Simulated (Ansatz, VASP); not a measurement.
## BN in VASP and in Ansatz

Contents of INCAR:

```
  ALGO = Normal
  EDIFF = 1E-8
  ENCUT = 520
  GGA = PS
  ISIF = 2
  ISMEAR = -1
  LASPH = True
  LCHARG = False
  LEFG = True
  LREAL = False
  LWAVE = False
  NBANDS = 16
  NELM = 60
  PREC = Accurate
  SIGMA = 0.03
```

File KPOINTS:

```
k-points
0
Gamma
  11 11 4
```

The input POSCAR:

```
BN
1.0
    2.5039917043      0.0250399170      0.0250399170
   -1.2303106479      2.1560004683      0.0091652458
    0.0666120000      0.0666120000      6.6612000000
B N
2 2
Direct
    0.3333333333      0.6666666667      0.2500000000
    0.6666666667      0.3333333333      0.7500000000
    0.3333333333      0.6666666667      0.7500000000
    0.6666666667      0.3333333333      0.2500000000
```

Input for Ansatz:

```yaml
crystal:
  lattice:
    - [2.5039917043, 0.025039917, 0.025039917]
    - [-1.2303106479, 2.1560004683, 0.0091652458]
    - [0.066612, 0.066612, 6.6612]
  atoms:
    - { symbol: B, position: [0.3333333333, 0.6666666667, 0.25] }
    - { symbol: B, position: [0.6666666667, 0.3333333333, 0.75] }
    - { symbol: "N", position: [0.3333333333, 0.6666666667, 0.75] }
    - { symbol: "N", position: [0.6666666667, 0.3333333333, 0.25] }
kpoints:
  mp_grid: { grid: [11, 11, 4] }
scf:
  occupations: { method: fermi_dirac, width: 0.03 }
hamiltonian:
  xc: pbesol
  pseudopotentials: { kind: paw }
output:
  forces: true
  stress: true
  eigenvalues: true
  efg: { contact_densities: true }
```

Change from the starting cell: equal xy, yz and zx shear strains of +2 %, PAW files.

Alike in both runs: task electric field gradients; functional PBEsol; k mesh 11 × 11 × 4; occupations fermi-dirac, width 0.03 eV; no spin polarisation.

```csv
,VASP,Ansatz
version,VASP 6.6.1,Ansatz 0.2.0
potentials or method,"VASP PAW PBE potentials, release 64 (B, N)","PAW with Ansatz's default frozen-core files, scalar-relativistic"
plane-wave cutoff (eV),520,420
valence electrons in the cell,16,16
```

VASP gave:

| Quantity | Value |
| --- | --- |
| gap on the k mesh at the Fermi level (eV) | 4.15 |
| pressure (GPa) | 0.8 |
| traceless stress, the component that is largest in VASP (GPa) | -7.50 |
| rms of the force components (eV/Å) | 0.152 |
| size of Vzz on the site where it differs most (V/Å²) | 34.6 |

Problem. Estimate Ansatz's values.

Solution. gap on the k mesh at the Fermi level (eV): 4.16; pressure (GPa): 0.5; traceless stress, the component that is largest in VASP (GPa): -7.47; rms of the force components (eV/Å): 0.151; size of Vzz on the site where it differs most (V/Å²): 27.9.

VASP's potentials were made for PBE, not for PBEsol. Atom by atom the forces differ by 0.001 eV/Å (rms over components). With one functional, cell and mesh, what is left measures potentials, basis and numerics.
